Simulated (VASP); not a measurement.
# FeSi (db.b) (P2_13) in VASP: single point with PBE

Aim: the single point of FeSi (db.b) with PBE.

All numbers are computed with VASP 6.6.1; they aren't measurements. Logs are shortened: lines on timing, memory, paths and dates and some standing lists are left out, and cuts for length are marked.

### 1 The cell of the first run

Symmetry: P2_13, No. 198, cubic system. The conventional cell has a = 4.551 Å, b = 4.551 Å, c = 4.551 Å, α = 90.00°, β = 90.00°, γ = 90.00°. Within 3.1 Å of Fe (site symmetry 3) lie 7 Si at 2.31 to 2.59 Å and 6 Fe at 2.79 Å. Si (site symmetry 3) has 7 Fe at 2.31 to 2.59 Å and 6 Si at 2.82 Å within 3.1 Å.

### 2 Single point, PBE

Input file INCAR:

```
PREC = Accurate
ENCUT = 520
EDIFF = 1E-6
ISMEAR = 0
SIGMA = 0.01
LREAL = F
LASPH = T
NELM = 60
ALGO = Normal
ISIF = 2
LWAVE = F
LCHARG = F
GGA = PE
NBANDS = 34
```

Input file KPOINTS:

```
Automatic mesh
0
Gamma
  8 8 8
```

Input file POSCAR:

```
FeSi
1.0
    4.5507000000      0.0000000000      0.0000000000
    0.0000000000      4.5507000000      0.0000000000
    0.0000000000      0.0000000000      4.5507000000
Fe Si
4 4
Direct
    0.1322402737      0.1322402737      0.1322402737
    0.3677597263      0.8677597263      0.6322402737
    0.6322402737      0.3677597263      0.8677597263
    0.8677597263      0.6322402737      0.3677597263
    0.8390572597      0.8390572597      0.8390572597
    0.6609427403      0.1609427403      0.3390572597
    0.3390572597      0.6609427403      0.1609427403
    0.1609427403      0.3390572597      0.6609427403
```

Potentials or basis: VASP PAW PBE potentials, release 64 (Fe, Si).

Launch:

```sh
cat potpaw_PBE.64/Fe/POTCAR potpaw_PBE.64/Si/POTCAR > POTCAR
mpirun -np 1 vasp_std > vasp.out
```

OUTCAR:

```text
PREC = Accurate
   ENCUT = 520
   EDIFF = 1E-6
   ISMEAR = 0
   LREAL = F
   LASPH = T
   NELM = 60
   ISIF = 2
   GGA = PE

 ion  position               nearest neighbor table
   1  0.132  0.132  0.132-   5 2.31   6 2.35   7 2.35   8 2.35   7 2.59   8 2.59   6 2.59   2 2.79
                             4 2.79   2 2.79   4 2.79   3 2.79   3 2.79
   2  0.368  0.868  0.632-   6 2.31   5 2.35   7 2.35   8 2.35   7 2.59   8 2.59   5 2.59   1 2.79
                             3 2.79   1 2.79   3 2.79   4 2.79   4 2.79
   3  0.632  0.368  0.868-   7 2.31   6 2.35   5 2.35   8 2.35   8 2.59   6 2.59   5 2.59   4 2.79
                             2 2.79   2 2.79   4 2.79   1 2.79   1 2.79
   4  0.868  0.632  0.368-   8 2.31   6 2.35   7 2.35   5 2.35   6 2.59   5 2.59   7 2.59   3 2.79
                             1 2.79   1 2.79   3 2.79   2 2.79   2 2.79
   5  0.839  0.839  0.839-   1 2.31   2 2.35   3 2.35   4 2.35   3 2.59   4 2.59   2 2.59   6 2.82
                             7 2.82   8 2.82   6 2.82   8 2.82   7 2.82
   6  0.661  0.161  0.339-   2 2.31   1 2.35   3 2.35   4 2.35   3 2.59   4 2.59   1 2.59   8 2.82
                             5 2.82   5 2.82   7 2.82   7 2.82   8 2.82
   7  0.339  0.661  0.161-   3 2.31   2 2.35   1 2.35   4 2.35   4 2.59   2 2.59   1 2.59   8 2.82
                             5 2.82   8 2.82   6 2.82   6 2.82   5 2.82
   8  0.161  0.339  0.661-   4 2.31   2 2.35   3 2.35   1 2.35   2 2.59   1 2.59   3 2.59   7 2.82
                             5 2.82   7 2.82   5 2.82   6 2.82   6 2.82

  LATTYP: Found a simple cubic cell.
 ALAT       =     4.5507000000

  Lattice vectors:

 A1 = (   4.5507000000,   0.0000000000,   0.0000000000)
 A2 = (   0.0000000000,   4.5507000000,   0.0000000000)
 A3 = (   0.0000000000,   0.0000000000,   4.5507000000)

Analysis of symmetry for initial positions (statically):
=====================================================================
 Subroutine PRICEL returns:
 Original cell was already a primitive cell.

 Routine SETGRP: Setting up the symmetry group for a
 simple cubic supercell.

 Subroutine GETGRP returns: Found 12 space group operations
 (whereof  3 operations were pure point group operations)
 out of a pool of 48 trial point group operations.

The static configuration has the point symmetry C_3 .
 The point group associated with its full space group is T   .

Analysis of symmetry for dynamics (positions and initial velocities):
=====================================================================
 Subroutine PRICEL returns:
 Original cell was already a primitive cell.

 Routine SETGRP: Setting up the symmetry group for a
 simple cubic supercell.

 Subroutine GETGRP returns: Found 12 space group operations
 (whereof  3 operations were pure point group operations)
 out of a pool of 48 trial point group operations.

The dynamic configuration has the point symmetry C_3 .
 The point group associated with its full space group is T   .

 Subroutine INISYM returns: Found 12 space group operations
 (whereof  3 operations are pure point group operations),
 and found     1 'primitive' translations

----------------------------------------------------------------------------------------

                                     Primitive cell

  volume of cell :      94.2399

  direct lattice vectors                    reciprocal lattice vectors
     4.550700000  0.000000000  0.000000000     0.219746413  0.000000000  0.000000000
     0.000000000  4.550700000  0.000000000     0.000000000  0.219746413  0.000000000
     0.000000000  0.000000000  4.550700000     0.000000000  0.000000000  0.219746413

  length of vectors
     4.550700000  4.550700000  4.550700000     0.219746413  0.219746413  0.219746413

  position of ions in fractional coordinates (direct lattice)
     0.132240274  0.132240274  0.132240274
     0.367759726  0.867759726  0.632240274
     0.632240274  0.367759726  0.867759726
     0.867759726  0.632240274  0.367759726
     0.839057260  0.839057260  0.839057260
     0.660942740  0.160942740  0.339057260
     0.339057260  0.660942740  0.160942740
     0.160942740  0.339057260  0.660942740

  ion indices of the primitive-cell ions
   primitive index   ion index
                 1           1
                 2           2
                 3           3
                 4           4
                 5           5
                 6           6
                 7           7
                 8           8

----------------------------------------------------------------------------------------

 KPOINTS: Automatic mesh

Automatic generation of k-mesh.
 Grid dimensions read from file:
 generate k-points for:    8    8    8

 Generating k-lattice:

  Cartesian coordinates                     Fractional coordinates (reciprocal lattice)
     0.027468302  0.000000000  0.000000000     0.125000000  0.000000000  0.000000000
     0.000000000  0.027468302  0.000000000     0.000000000  0.125000000  0.000000000
     0.000000000  0.000000000  0.027468302     0.000000000  0.000000000  0.125000000

  Length of vectors
     0.027468302  0.027468302  0.027468302

  Shift w.r.t. Gamma in fractional coordinates (k-lattice)
     0.000000000  0.000000000  0.000000000

 Subroutine IBZKPT returns following result:
 ===========================================

 Found     45 irreducible k-points:

 Following reciprocal coordinates:
            Coordinates               Weight
  0.000000  0.000000  0.000000      1.000000
  0.125000  0.000000  0.000000      6.000000
  0.250000  0.000000  0.000000      6.000000
  0.375000  0.000000  0.000000      6.000000
  0.500000  0.000000  0.000000      3.000000
  0.125000  0.125000  0.000000     12.000000
[... 16 lines left out ...]
  0.250000  0.125000  0.125000     24.000000
  0.375000  0.125000  0.125000     24.000000
 [... further k-points ...]
   k-points           NKPTS =     45   k-points in BZ     NKDIM =     45   number of bands    NBANDS=     34
   number of dos      NEDOS =    301   number of ions     NIONS =      8
   total plane-waves  NPLWV =  46656
   dimension x,y,z NGX =    36 NGY =   36 NGZ =   36
   dimension x,y,z NGXF=    72 NGYF=   72 NGZF=   72
   ions per type =               4   4
   NGX,Y,Z   is equivalent  to a cutoff of  13.15, 13.15, 13.15 a.u.
   NGXF,Y,Z  is equivalent  to a cutoff of  26.30, 26.30, 26.30 a.u.
 SYSTEM =  unknown system
   PREC   = accura    normal or accurate (medium, high low for compatibility)
   ISTART =      0    job   : 0-new  1-cont  2-samecut
   ICHARG =      2    charge: 1-file 2-atom 10-const
   ISPIN  =      1    spin polarized calculation?
   LNONCOLLINEAR =      F non collinear calculations
   LSORBIT =      F    spin-orbit coupling
   LASPH  =      T    aspherical Exc in radial PAW
   ENCUT  =  520.0 eV  38.22 Ry    6.18 a.u.   8.46  8.46  8.46*2*pi/ulx,y,z
   NELM   =     60;   NELMIN=  2; NELMDL= -5     # of ELM steps
   EDIFF  = 0.1E-05   stopping-criterion for ELM
   LREAL  =      F    real-space projection
   EDIFFG = 0.1E-04   stopping-criterion for IOM
   NSW    =      0    number of steps for IOM
   IBRION =     -1    ionic relax: 0-MD 1-quasi-New 2-CG
   NFREE  =      0    steps in history (QN), initial steepest desc. (CG)
   ISIF   =      2    stress and relaxation
   ISYM   =      2    0-nonsym 1-usesym 2-fastsym
   POTIM  = 0.5000    time-step for ionic-motion
   TEBEG  =    0.0;   TEEND  =   0.0 temperature during run
   PSTRESS=    0.0 pullay stress
   NELECT =      48.0000    total number of electrons
   NUPDOWN=      -1.0000    fix difference up-down
   EMIN   =  10.00;   EMAX   =-10.00  energy-range for DOS
   EFERMI =   0.00;   METHOD = LEGACY
   ISMEAR =     0;   SIGMA  =   0.01  broadening in eV -4-tet -1-fermi 0-gaus
   EFERMI_NEDOS =   21; number of points for ismear=-14 and -15
   IALGO  =     38    algorithm
   IMIX   =      4    mixing-type and parameters
     AMIX     =   0.40;   BMIX     =  1.00
     AMIX_MAG =   1.60;   BMIX_MAG =  1.00
  volume/ion in A,a.u.               =      11.78        79.50
  Fermi-wavevector in a.u.,A,eV,Ry     =   1.307406  2.470639 23.256570  1.709310
  Thomas-Fermi vector in A             =   2.438142
   LORBIT       =      0    0 simple, 1 ext, 2 COOP (PROOUT), +10 PAW based schemes
   GGA     = PE    functional components
   LHFCALC =     F    Hartree Fock is set to
   AEXX    =    0.0000 exact exchange contribution
   IVDW    =     0    specifies the selected vdW correction
   LEPSILON=     F    determine dielectric tensor
   LRPA    =     F    only Hartree local field effects (RPA)
 non-spin polarized calculation
 Gauss-broadening in eV      SIGMA  =   0.01
  energy-cutoff  :      520.00
  volume of cell :       94.24
 maximum number of plane-waves:      2560
 NGX is ok and might be reduce to    36
   NGX = 17   NGY = 17   NGZ = 17

 number of electron      48.0000001 magnetization

 Free energy of the ion-electron system (eV)
  ---------------------------------------------------
  ext. energy  EPLUGINS =         0.00000000
  ---------------------------------------------------
  free energy    TOTEN  =       -58.52107447 eV

  energy without entropy =      -58.52107447  energy(sigma->0) =      -58.52107447

 E-fermi :   8.9391     XC(G=0): -12.4583

 val. band max:        8.8448437555   @ k =  -0.1250   0.2500   0.0000
 cond. band min:       9.0097363799   @ k =   0.2500   0.2500   0.0000
 fundamental gap:      0.1648926244
 Fermi energy:         8.9390868812

 k-point     1 :       0.0000    0.0000    0.0000
  band No.  band energies     occupation
      1      -3.8396      2.00000
      2       1.2782      2.00000
      3       1.2782      2.00000
      4       1.2782      2.00000
      5       4.0893      2.00000
      6       4.0893      2.00000
[... 26 lines left out ...]
     33      12.8937      0.00000
     34      12.8937      0.00000

 k-point     2 :       0.1250    0.0000    0.0000
  band No.  band energies     occupation
      1      -3.7297      2.00000
      2       0.5419      2.00000
      3       1.3443      2.00000
      4       1.8218      2.00000
      5       3.6352      2.00000
      6       4.1611      2.00000
[... 26 lines left out ...]
     33      13.0201      0.00000
     34      13.0816      0.00000
[... 775 lines left out ...]
     33      13.0460      0.00000
     34      13.2342      0.00000

 k-point    24 :       0.3750    0.1250    0.1250
  band No.  band energies     occupation
      1      -2.6650      2.00000
      2      -1.1312      2.00000
      3       1.3031      2.00000
      4       2.1441      2.00000
      5       3.2274      2.00000
      6       3.9017      2.00000
[... 26 lines left out ...]
     33      12.7394      0.00000
     34      13.5109      0.00000

 [... further k-points ...]
[... 5 lines left out ...]
  --------------------------------------------------------------------------------------
  -------------------------------------------------------------------------------------
  Total       -7.3359120     -7.3359120     -7.3359120      0.0000000     -0.0000000     -0.0000000
  in kB     -124.7182696   -124.7182696   -124.7182696      0.0000000     -0.0000000     -0.0000000
  external PRESSURE =    -124.7182696 kB  Pullay stress =       0.0000000 kB

 VOLUME and BASIS-vectors are now :
 -----------------------------------------------------------------------------
  energy-cutoff  :      520.00
  volume of cell :       94.24
      direct lattice vectors                 reciprocal lattice vectors
     4.550700000  0.000000000  0.000000000     0.219746413  0.000000000  0.000000000
     0.000000000  4.550700000  0.000000000     0.000000000  0.219746413  0.000000000
     0.000000000  0.000000000  4.550700000     0.000000000  0.000000000  0.219746413

 POSITION                                       TOTAL-FORCE (eV/Angst)
 -----------------------------------------------------------------------------------
      0.60179      0.60179      0.60179         0.016605      0.016605      0.016605
      1.67356      3.94891      2.87714        -0.016605     -0.016605      0.016605
      2.87714      1.67356      3.94891         0.016605     -0.016605     -0.016605
      3.94891      2.87714      1.67356        -0.016605      0.016605     -0.016605
      3.81830      3.81830      3.81830         0.002631      0.002631      0.002631
      3.00775      0.73240      1.54295        -0.002631     -0.002631      0.002631
      1.54295      3.00775      0.73240         0.002631     -0.002631     -0.002631
      0.73240      1.54295      3.00775        -0.002631      0.002631     -0.002631
 -----------------------------------------------------------------------------------
    total drift:                               -0.000000     -0.000000     -0.000000

  FREE ENERGIE OF THE ION-ELECTRON SYSTEM (eV)
  ---------------------------------------------------
  free  energy   TOTEN  =       -58.5210744707 eV

  energy  without entropy=      -58.5210744707  energy(sigma->0) =      -58.52107447
```

Run time: 71 s. Hardware: 1 thread of AMD EPYC 9R45 (Zen 5), shared host; peak memory 0.23 GiB.

What came out:

| Quantity | Value |
| --- | --- |
| Free energy | -58.5211 eV |
| Pressure | -12.5 GPa |
| Largest force | 0.029 eV/Å |
| Band gap on the k mesh | 0.16 eV, indirect (least direct gap 0.18 eV) |

Forces on the atoms (eV/Å):
```
Fe   0.017  0.017  0.017
Fe  -0.017 -0.017  0.017
Fe   0.017 -0.017 -0.017
Fe  -0.017  0.017 -0.017
Si   0.003  0.003  0.003
Si  -0.003 -0.003  0.003
Si   0.003 -0.003 -0.003
Si  -0.003  0.003 -0.003
```

Levels at points of the mesh, in eV from the valence-band top:
| k point | band 22 | band 23 | band 24 | band 25 | band 26 | band 27 |
| --- | --- | --- | --- | --- | --- | --- |
| (0.00, 0.00, 0.00) | -0.26 | -0.03 | -0.03 | 0.60 | 0.60 | 0.60 |
| (0.50, 0.00, 0.00) | -0.34 | -0.02 | -0.02 | 0.20 | 0.20 | 1.60 |
| (0.50, 0.50, 0.00) | -0.93 | -0.32 | -0.32 | 0.60 | 0.60 | 1.18 |
| (0.50, 0.50, 0.50) | -0.59 | -0.59 | -0.59 | 0.47 | 0.47 | 0.47 |
